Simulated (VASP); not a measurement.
## Hg: single point with PBEsol

Hg:

```
CELL_PARAMETERS angstrom
5.03689 0.00000 0.00000
-2.51845 4.36208 0.00000
0.00000 0.00000 2.89667
ATOMIC_POSITIONS crystal
Hg 0.00000 0.00000 0.00000
Hg 0.33333 0.66667 0.50000
Hg 0.66667 0.33333 0.50000
```

This cell differs from its parent crystal: volume scaled by 0.88.

| Quantity | Value |
| --- | --- |
| Program | VASP 6.6.1 |
| Task | single point |
| Functional | PBEsol |
| Potentials or basis | VASP PAW PBE potentials, release 64 (Hg) |
| Cutoff | 520 eV |
| k mesh | 8 × 8 × 12 |
| Occupations | fermi-dirac, width 0.1 eV |
| Spin | no spin polarisation |
| Dipole correction | no |
| Further INCAR settings | ALGO = Normal; EDIFF = 1e-06; NBANDS = 25 |

```json
{
 "Pressure": "7.9 GPa",
 "Band gap on the k mesh": "zero (band 18 reaches 7.13 eV, above the bottom of band 19 at 2.14 eV)"
}
```

Stress tensor (GPa, compression positive):
```
7.53 0.00 0.00
0.00 7.53 0.00
0.00 0.00 8.73
```

Levels at points of the mesh, in eV from the Fermi level:
```csv
k point,band 16,band 17,band 18,band 19,band 20,band 21
"(0.00, 0.00, 0.00)",-5.88,-1.09,-0.62,1.67,1.67,1.71
"(0.50, 0.00, 0.00)",-5.88,-5.76,-2.15,-1.40,6.70,6.75
"(0.00, 0.00, 0.50)",-2.99,-2.98,3.59,3.68,3.98,4.03
"(0.50, 0.00, 0.50)",-1.94,-1.06,-1.03,-0.47,2.56,2.74
```

It took 45 s on 1 thread of Intel(R) Xeon(R) 6975P-C (Granite Rapids), on a shared host, peak memory 0.23 GiB.

Caveat: the PAW data sets were made with another functional, which shifts forces and pressure a little; spin-orbit coupling is left out, which moves the levels of the heavy elements.
